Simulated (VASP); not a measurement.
O:

```
CELL_PARAMETERS angstrom
4.04225 0.00000 -0.05113
0.00000 4.02616 0.00000
-1.06459 0.00000 2.79144
ATOMIC_POSITIONS crystal
O 0.33986 0.68420 0.67023
O 0.66014 0.68420 0.82977
O 0.66014 0.31580 0.32977
O 0.33986 0.31580 0.17023
```

Base run:

* Program: VASP 6.6.1
* Functional: r2SCAN
* Potentials or basis: VASP PAW PBE potentials, release 64 (O)
* Cutoff: 520 eV
* k mesh: 6 × 4 × 6
* Occupations: gaussian, width 0.01 eV
* Spin: no spin polarisation

Its results: band gap on the k mesh 0.99 eV (least direct gap 1.03 eV); pressure 4.8 GPa; largest force 1.453 eV/Å.

**Question.** The run is repeated on the same cell with these changes: dispersion from none to rVV10. What comes out?

**Answer.** Band gap on the k mesh 0.97 eV (least direct gap 1.01 eV); pressure 3.9 GPa; largest force 1.518 eV/Å.

Dispersion adds attraction, which lowers the pressure at fixed volume.

Caveats: the standard files for N, O and F lose accuracy on very short bonds; spin is off for a triplet molecule; the PAW data sets were made with another functional, which shifts forces and pressure a little; the stress differs along the axes, from 1 to 11 GPa (at least some runs); the stress differs along the axes, from -0 to 11 GPa (at least some runs).

A k mesh can miss the band edges.
